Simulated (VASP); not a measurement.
# BiTe (Fm-3m) in VASP: notebook, part 2 of 2

VASP 6.6.1. Earlier steps stand in the parts before.

## (4) Single point, PBEsol

This run uses another cell than the first one, of 30.67 Å³/atom.

Contents of INCAR:

```
SYSTEM = BiTe
PREC = Accurate
ENCUT = 520
EDIFF = 1E-6
ISMEAR = 0
SIGMA = 0.1
LREAL = .FALSE.
LASPH = .TRUE.
NELM = 100
ALGO = Normal
ISIF = 2
LWAVE = .FALSE.
LCHARG = .FALSE.
GGA = PS
NBANDS = 18
```

Contents of KPOINTS:

```
regular mesh
0
G
  12 12 12
  0 0 0
```

Contents of POSCAR:

```
BiTe
1.0
    0.0000000000      3.1300487954      3.1300487954
    3.1300487954      0.0000000000      3.1300487954
    3.1300487954      3.1300487954      0.0000000000
Bi Te
1 1
Direct
    0.0000000000      0.0000000000      0.0000000000
    0.5000000000      0.5000000000      0.5000000000
```

Potentials or basis: VASP PAW PBE potentials, release 64 (Bi_d, Te).

Launch:

```bash
cat potpaw_PBE.64/Bi_d/POTCAR potpaw_PBE.64/Te/POTCAR > POTCAR
mpirun -np 1 vasp_std > vasp.out
```

OUTCAR:

```text
SYSTEM = BiTe
   PREC = Accurate
   ENCUT = 520
   EDIFF = 1E-6
   ISMEAR = 0
   LREAL = .FALSE.
   LASPH = .TRUE.
   NELM = 100
   ISIF = 2
   GGA = PS

 ion  position               nearest neighbor table
   1  0.000  0.000  0.000-   2 3.13   2 3.13   2 3.13   2 3.13   2 3.13   2 3.13
   2  0.500  0.500  0.500-   1 3.13   1 3.13   1 3.13   1 3.13   1 3.13   1 3.13

  LATTYP: Found a face centered cubic cell.
 ALAT       =     6.2600975908

  Lattice vectors:

 A1 = (   0.0000000000,   3.1300487954,   3.1300487954)
 A2 = (   3.1300487954,   0.0000000000,   3.1300487954)
 A3 = (   3.1300487954,   3.1300487954,   0.0000000000)

Analysis of symmetry for initial positions (statically):
=====================================================================
 Subroutine PRICEL returns:
 Original cell was already a primitive cell.

 Routine SETGRP: Setting up the symmetry group for a
 face centered cubic supercell.

 Subroutine GETGRP returns: Found 48 space group operations
 (whereof 48 operations were pure point group operations)
 out of a pool of 48 trial point group operations.

The static configuration has the point symmetry O_h .

Analysis of symmetry for dynamics (positions and initial velocities):
=====================================================================
 Subroutine PRICEL returns:
 Original cell was already a primitive cell.

 Routine SETGRP: Setting up the symmetry group for a
 face centered cubic supercell.

 Subroutine GETGRP returns: Found 48 space group operations
 (whereof 48 operations were pure point group operations)
 out of a pool of 48 trial point group operations.

The dynamic configuration has the point symmetry O_h .

 Subroutine INISYM returns: Found 48 space group operations
 (whereof 48 operations are pure point group operations),
 and found     1 'primitive' translations

----------------------------------------------------------------------------------------

                                     Primitive cell

  volume of cell :      61.3315

  direct lattice vectors                    reciprocal lattice vectors
     0.000000000  3.130048795  3.130048795    -0.159741919  0.159741919  0.159741919
     3.130048795  0.000000000  3.130048795     0.159741919 -0.159741919  0.159741919
     3.130048795  3.130048795  0.000000000     0.159741919  0.159741919 -0.159741919

  length of vectors
     4.426557457  4.426557457  4.426557457     0.276681119  0.276681119  0.276681119

  position of ions in fractional coordinates (direct lattice)
     0.000000000  0.000000000  0.000000000
     0.500000000  0.500000000  0.500000000

  ion indices of the primitive-cell ions
   primitive index   ion index
                 1           1
                 2           2

----------------------------------------------------------------------------------------

 KPOINTS: regular mesh

Automatic generation of k-mesh.
 Grid dimensions read from file:
 generate k-points for:   12   12   12

 Generating k-lattice:

  Cartesian coordinates                     Fractional coordinates (reciprocal lattice)
    -0.013311827  0.013311827  0.013311827     0.083333333  0.000000000  0.000000000
     0.013311827 -0.013311827  0.013311827     0.000000000  0.083333333  0.000000000
     0.013311827  0.013311827 -0.013311827     0.000000000  0.000000000  0.083333333

  Length of vectors
     0.023056760  0.023056760  0.023056760

  Shift w.r.t. Gamma in fractional coordinates (k-lattice)
     0.000000000  0.000000000  0.000000000

 Subroutine IBZKPT returns following result:
 ===========================================

 Found     72 irreducible k-points:

 Following reciprocal coordinates:
            Coordinates               Weight
  0.000000  0.000000  0.000000      1.000000
  0.083333  0.000000  0.000000      8.000000
  0.166667  0.000000  0.000000      8.000000
  0.250000  0.000000  0.000000      8.000000
  0.333333  0.000000  0.000000      8.000000
  0.416667  0.000000  0.000000      8.000000
[... 16 lines left out ...]
  0.500000  0.166667  0.000000     24.000000
 -0.416667  0.166667  0.000000     24.000000
 [... further k-points ...]
   k-points           NKPTS =     72   k-points in BZ     NKDIM =     72   number of bands    NBANDS=     18
   number of dos      NEDOS =    301   number of ions     NIONS =      2
   total plane-waves  NPLWV =  46656
   dimension x,y,z NGX =    36 NGY =   36 NGZ =   36
   dimension x,y,z NGXF=    72 NGYF=   72 NGZF=   72
   ions per type =               1   1
   NGX,Y,Z   is equivalent  to a cutoff of  13.52, 13.52, 13.52 a.u.
   NGXF,Y,Z  is equivalent  to a cutoff of  27.04, 27.04, 27.04 a.u.
 SYSTEM =  BiTe
   PREC   = accura    normal or accurate (medium, high low for compatibility)
   ISTART =      0    job   : 0-new  1-cont  2-samecut
   ICHARG =      2    charge: 1-file 2-atom 10-const
   ISPIN  =      1    spin polarized calculation?
   LNONCOLLINEAR =      F non collinear calculations
   LSORBIT =      F    spin-orbit coupling
   LASPH  =      T    aspherical Exc in radial PAW
   ENCUT  =  520.0 eV  38.22 Ry    6.18 a.u.   8.23  8.23  8.23*2*pi/ulx,y,z
   NELM   =    100;   NELMIN=  2; NELMDL= -5     # of ELM steps
   EDIFF  = 0.1E-05   stopping-criterion for ELM
   LREAL  =      F    real-space projection
   EDIFFG = 0.1E-04   stopping-criterion for IOM
   NSW    =      0    number of steps for IOM
   IBRION =     -1    ionic relax: 0-MD 1-quasi-New 2-CG
   NFREE  =      0    steps in history (QN), initial steepest desc. (CG)
   ISIF   =      2    stress and relaxation
   ISYM   =      2    0-nonsym 1-usesym 2-fastsym
   POTIM  = 0.5000    time-step for ionic-motion
   TEBEG  =    0.0;   TEEND  =   0.0 temperature during run
   PSTRESS=    0.0 pullay stress
   NELECT =      21.0000    total number of electrons
   NUPDOWN=      -1.0000    fix difference up-down
   EMIN   =  10.00;   EMAX   =-10.00  energy-range for DOS
   EFERMI =   0.00;   METHOD = LEGACY
   ISMEAR =     0;   SIGMA  =   0.10  broadening in eV -4-tet -1-fermi 0-gaus
   EFERMI_NEDOS =   21; number of points for ismear=-14 and -15
   IALGO  =     38    algorithm
   IMIX   =      4    mixing-type and parameters
     AMIX     =   0.40;   BMIX     =  1.00
     AMIX_MAG =   1.60;   BMIX_MAG =  1.00
  volume/ion in A,a.u.               =      30.67       206.94
  Fermi-wavevector in a.u.,A,eV,Ry     =   1.145302  2.164308 17.847000  1.311717
  Thomas-Fermi vector in A             =   2.281991
   LORBIT       =      0    0 simple, 1 ext, 2 COOP (PROOUT), +10 PAW based schemes
   GGA     = PS    functional components
   LHFCALC =     F    Hartree Fock is set to
   AEXX    =    0.0000 exact exchange contribution
   IVDW    =     0    specifies the selected vdW correction
   LEPSILON=     F    determine dielectric tensor
   LRPA    =     F    only Hartree local field effects (RPA)
 non-spin polarized calculation
 Gauss-broadening in eV      SIGMA  =   0.10
  energy-cutoff  :      520.00
  volume of cell :       61.33
 maximum number of plane-waves:      1676
 NGX is ok and might be reduce to    36
   NGX = 17   NGY = 17   NGZ = 17

 number of electron      20.9999998 magnetization

 Free energy of the ion-electron system (eV)
  ---------------------------------------------------
  ext. energy  EPLUGINS =         0.00000000
  ---------------------------------------------------
  free energy    TOTEN  =        -7.94463537 eV

  energy without entropy =       -7.93954970  energy(sigma->0) =       -7.94209253

 E-fermi :   7.7255     XC(G=0): -10.0380

 val. band max:        7.7010144924   @ k =  -0.4167   0.2500   0.0833
 cond. band min:       7.7551841057   @ k =  -0.1667   0.2500   0.0833
 fundamental gap:      0.0541696133
 Fermi energy:         7.7254783704

 k-point     1 :       0.0000    0.0000    0.0000
  band No.  band energies     occupation
      1     -15.3729      2.00000
      2     -15.3729      2.00000
      3     -15.3614      2.00000
      4     -15.3614      2.00000
      5     -15.3614      2.00000
      6      -6.5239      2.00000
[... 10 lines left out ...]
     17      13.9036      0.00000
     18      14.2327      0.00000
[... 463 lines left out ...]
 k-point    24 :      -0.4167    0.1667    0.0000
  band No.  band energies     occupation
      1     -15.3831      2.00000
      2     -15.3781      2.00000
      3     -15.3574      2.00000
      4     -15.3524      2.00000
      5     -15.3504      2.00000
      6      -4.2304      2.00000
[... 10 lines left out ...]
     17      17.5315      0.00000
     18      18.7140      0.00000

 [... further k-points ...]

------------------------ aborting loop because EDIFF is reached ----------------------------------------

  FORCE on cell =-STRESS in cart. coord.  units (eV):
  Direction    XX          YY          ZZ          XY          YZ          ZX
  --------------------------------------------------------------------------------------
  -------------------------------------------------------------------------------------
  Total        1.5325534      1.5325534      1.5325534      0.0000000      0.0000000      0.0000000
  in kB       40.0352800     40.0352800     40.0352800      0.0000000      0.0000000      0.0000000
  external PRESSURE =      40.0352800 kB  Pullay stress =       0.0000000 kB

 VOLUME and BASIS-vectors are now :
 -----------------------------------------------------------------------------
  energy-cutoff  :      520.00
  volume of cell :       61.33
      direct lattice vectors                 reciprocal lattice vectors
     0.000000000  3.130048795  3.130048795    -0.159741919  0.159741919  0.159741919
     3.130048795  0.000000000  3.130048795     0.159741919 -0.159741919  0.159741919
     3.130048795  3.130048795  0.000000000     0.159741919  0.159741919 -0.159741919

 POSITION                                       TOTAL-FORCE (eV/Angst)
 -----------------------------------------------------------------------------------
      0.00000      0.00000      0.00000         0.000000      0.000000      0.000000
      3.13005      3.13005      3.13005         0.000000      0.000000      0.000000
 -----------------------------------------------------------------------------------
    total drift:                               -0.000000      0.000000      0.000000

  FREE ENERGIE OF THE ION-ELECTRON SYSTEM (eV)
  ---------------------------------------------------
  free  energy   TOTEN  =        -7.9446353674 eV

  energy  without entropy=       -7.9395496959  energy(sigma->0) =       -7.94209253
```

OSZICAR:

```text
N       E                     dE             d eps       ncg     rms          rms(c)
DAV:   1     0.159763718245E+03    0.15976E+03   -0.98918E+03  2592   0.115E+03
DAV:   2     0.374645393332E+01   -0.15602E+03   -0.15193E+03  2764   0.312E+02
DAV:   3    -0.764960436952E+01   -0.11396E+02   -0.11225E+02  3280   0.879E+01
DAV:   4    -0.795038610287E+01   -0.30078E+00   -0.30054E+00  3126   0.152E+01
DAV:   5    -0.796360804819E+01   -0.13222E-01   -0.13221E-01  3636   0.303E+00    0.790E+00
DAV:   6    -0.794576137913E+01    0.17847E-01   -0.43458E-02  3714   0.155E+00    0.487E+00
DAV:   7    -0.794529002419E+01    0.47135E-03   -0.20040E-02  3338   0.920E-01    0.175E-01
DAV:   8    -0.794458572021E+01    0.70430E-03   -0.43838E-03  3364   0.510E-01    0.114E-01
DAV:   9    -0.794463673416E+01   -0.51014E-04   -0.37836E-04  2904   0.113E-01    0.620E-02
DAV:  10    -0.794463689565E+01   -0.16149E-06   -0.11150E-05  3600   0.191E-02    0.325E-02
DAV:  11    -0.794463546540E+01    0.14302E-05   -0.77190E-07  2238   0.748E-03    0.211E-02
DAV:  12    -0.794463536739E+01    0.98015E-07   -0.92899E-08  1524   0.257E-03
   1 F= -.79446354E+01 E0= -.79420925E+01  d E =-.508567E-02
```

Run time: 1.9 min. Hardware: 1 thread of Intel Xeon 8259CL, shared host; peak memory 0.25 GiB.

What came out:

```yaml
Free_energy: -7.9446 eV
Pressure: 4.0 GPa
Band_gap_on_the_k_mesh: zero (an odd number of electrons rules out a gap without spin polarisation)
```

Levels at points of the mesh, in eV from the Fermi level:
| k point | band 6 | band 7 | band 8 | band 9 | band 10 | band 11 | band 12 | band 13 | band 14 | band 15 |
| --- | --- | --- | --- | --- | --- | --- | --- | --- | --- | --- |
| (0.00, 0.00, 0.00) | -14.25 | -7.73 | -2.78 | -2.78 | -2.78 | 2.38 | 2.38 | 2.38 | 4.50 | 4.50 |
| (0.50, 0.00, 0.00) | -12.00 | -11.62 | -2.09 | -2.09 | -1.54 | -0.88 | -0.77 | -0.77 | 7.49 | 8.04 |
| (0.50, 0.50, 0.00) | -12.15 | -9.96 | -6.36 | -4.48 | -4.48 | 1.82 | 4.10 | 4.10 | 5.74 | 9.02 |

Caveat: the cell stands under pressure; the PAW data sets were made with another functional, which shifts forces and pressure a little; spin-orbit coupling is left out, which moves the levels of the heavy elements; an odd number of electrons without spin polarisation forces a metal; a magnetic or distorted state may lie lower.

## (5) Single point, PBEsol

This run uses another cell than the first one, of 32.11 Å³/atom.

Contents of INCAR:

```
SYSTEM = BiTe
ALGO = Normal
EDIFF = 1E-6
ENCUT = 520
GGA = PS
ISIF = 2
ISMEAR = 0
LASPH = .TRUE.
LCHARG = .TRUE.
LELF = .TRUE.
LREAL = .FALSE.
LVHAR = .TRUE.
LWAVE = .FALSE.
NBANDS = 18
NELM = 100
PREC = Accurate
SIGMA = 0.1
```

Contents of KPOINTS:

```
k-points
0
G
  12 12 12
  0 0 0
```

Contents of POSCAR:

```
BiTe
1.0
    0.0000000000      3.1783688657      3.1783688657
    3.1783688657      0.0000000000      3.1783688657
    3.1783688657      3.1783688657      0.0000000000
Bi Te
1 1
Direct
    0.0000000000      0.0000000000      0.0000000000
    0.5000000000      0.5000000000      0.5000000000
```

Launch:

```bash
cat potpaw_PBE.64/Bi_d/POTCAR potpaw_PBE.64/Te/POTCAR > POTCAR
mpirun -np 1 vasp_std > vasp.out
```

Wall time 2.1 min (1 thread of Intel Xeon 8259CL, shared host); peak memory 0.25 GiB.

The run converged. Its results:

```
Free energy            : -7.9891 eV
Pressure               : 1.0 GPa
Band gap on the k mesh : zero (an odd number of electrons rules out a gap without spin polarisation)
```

Levels at points of the mesh, in eV from the Fermi level:
```tsv
k point	band 7	band 8	band 9	band 10	band 11	band 12	band 13	band 14
(0.00, 0.00, 0.00)	-7.92	-2.66	-2.66	-2.66	2.28	2.28	2.28	4.57
(0.50, 0.00, 0.00)	-11.43	-1.99	-1.99	-1.57	-0.86	-0.70	-0.70	7.38
(0.50, 0.50, 0.00)	-9.95	-6.02	-4.25	-4.25	2.00	3.86	3.86	5.37
```

Caveat: the PAW data sets were made with another functional, which shifts forces and pressure a little; spin-orbit coupling is left out, which moves the levels of the heavy elements; an odd number of electrons without spin polarisation forces a metal; a magnetic or distorted state may lie lower.

## (6) Single point, PBEsol

This run uses another cell than the first one, of 33.32 Å³/atom.

Contents of INCAR:

```
SYSTEM = BiTe
  PREC = Accurate
  ENCUT = 520
  EDIFF = 1E-6
  ISMEAR = 0
  SIGMA = 0.1
  LREAL = .False.
  LASPH = .True.
  NELM = 80
  ALGO = Normal
  ISIF = 2
  LWAVE = .False.
  LCHARG = .False.
  GGA = PS
  NBANDS = 18
```

Contents of KPOINTS:

```
regular mesh
0
Gamma
  12 12 12
  0 0 0
```

Contents of POSCAR:

```
BiTe
1.0
    0.0000000000      3.2179461718      3.2179461718
    3.2179461718      0.0000000000      3.2179461718
    3.2179461718      3.2179461718      0.0000000000
Bi Te
1 1
Direct
    0.0000000000      0.0000000000      0.0000000000
    0.5000000000      0.5000000000      0.5000000000
```

Potentials or basis: VASP PAW PBE potentials, release 64 (Bi_d, Te).

Launch:

```bash
cat potpaw_PBE.64/Bi_d/POTCAR potpaw_PBE.64/Te/POTCAR > POTCAR
mpirun -np 1 vasp_std > vasp.out
```

Run time: 2.1 min. Hardware: 1 thread of Intel Xeon 8259CL, shared host; peak memory 0.26 GiB.

The run converged. Its results:

- Free energy: -7.9889 eV
- Pressure: -1.0 GPa
- Band gap on the k mesh: zero (an odd number of electrons rules out a gap without spin polarisation)

Levels at points of the mesh, in eV from the Fermi level:
| k point | band 6 | band 7 | band 8 | band 9 | band 10 | band 11 | band 12 | band 13 | band 14 | band 15 |
| --- | --- | --- | --- | --- | --- | --- | --- | --- | --- | --- |
| (0.00, 0.00, 0.00) | -13.63 | -8.06 | -2.56 | -2.56 | -2.56 | 2.20 | 2.20 | 2.20 | 4.63 | 4.63 |
| (0.50, 0.00, 0.00) | -11.63 | -11.30 | -1.92 | -1.92 | -1.58 | -0.85 | -0.64 | -0.64 | 7.29 | 7.78 |
| (0.50, 0.50, 0.00) | -11.81 | -9.95 | -5.76 | -4.07 | -4.07 | 2.13 | 3.69 | 3.69 | 5.09 | 8.77 |

Caveat: the PAW data sets were made with another functional, which shifts forces and pressure a little; spin-orbit coupling is left out, which moves the levels of the heavy elements; an odd number of electrons without spin polarisation forces a metal; a magnetic or distorted state may lie lower.

## (7) Overview

| cell | k mesh | gap on the mesh (eV) | pressure (GPa) |
| --- | --- | --- | --- |
| a = 4.295 Å, angles 60.0°, 2 atoms | 12 × 12 × 12 | none | 12.0 |
| a = 3.805 Å, angles 60.0°, 2 atoms | 14 × 14 × 14 | none | 90.5 |
| a = 4.427 Å, angles 60.0°, 2 atoms | 12 × 12 × 12 | none | 4.0 |
| a = 4.495 Å, angles 60.0°, 2 atoms | 12 × 12 × 12 | none | 1.0 |
| a = 4.551 Å, angles 60.0°, 2 atoms | 12 × 12 × 12 | none | -1.0 |

Alike in all rows: task single point; level PBEsol; potentials or basis VASP PAW PBE potentials, release 64 (Bi_d, Te); no spin polarisation; cutoff (eV) 520; smearing gaussian 0.1 eV.

Caveats: the PAW data sets were made with another functional, which shifts forces and pressure a little; spin-orbit coupling is left out, which moves the levels of the heavy elements; an odd number of electrons without spin polarisation forces a metal; a magnetic or distorted state may lie lower; the cell stands under pressure (at least some runs).

Absolute energies hang on the potentials; compare differences alone.

The gap in the log of VASP goes by the Fermi energy; the results here count the filled bands.